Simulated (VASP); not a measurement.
## TiC (mix): single point with PBE

TiC (mix):

```
Ti C
1.0
     0.00000    2.16648    2.16648
     2.16648    0.00000    2.16648
     2.16648    2.16648    0.00000
Ti C
1 1
Direct
  0.00000 0.00000 0.00000
  0.50000 0.50000 0.50000
```

| Quantity | Value |
| --- | --- |
| Program | VASP 6.6.1 |
| Task | single point |
| Functional | PBE |
| Potentials or basis | VASP PAW PBE potentials, release 64 (Ti_sv, C) |
| Cutoff | 600 eV |
| k mesh | 16 × 16 × 16 |
| Occupations | gaussian, width 0.1 eV |
| Spin | no spin polarisation |

```json
{
 "Pressure": "0.1 GPa",
 "Band gap on the k mesh": "zero (band 8 reaches 10.09 eV, above the bottom of band 9 at 9.00 eV)"
}
```

Levels at points of the mesh, in eV from the Fermi level:
| k point | band 6 | band 7 | band 8 | band 9 | band 10 | band 11 |
| --- | --- | --- | --- | --- | --- | --- |
| (0.00, 0.00, 0.00) | 0.70 | 0.70 | 0.70 | 1.68 | 1.68 | 1.68 |
| (0.50, 0.00, 0.00) | -5.83 | -2.88 | -2.88 | 2.92 | 2.92 | 4.10 |
| (0.50, 0.50, 0.00) | -3.42 | -1.61 | -0.03 | -0.03 | 2.71 | 3.51 |

It took 32 s on 1 thread of Intel(R) Xeon(R) Platinum 8375C CPU @ 2.90GHz (Ice Lake), on a shared host, peak memory 0.18 GiB.
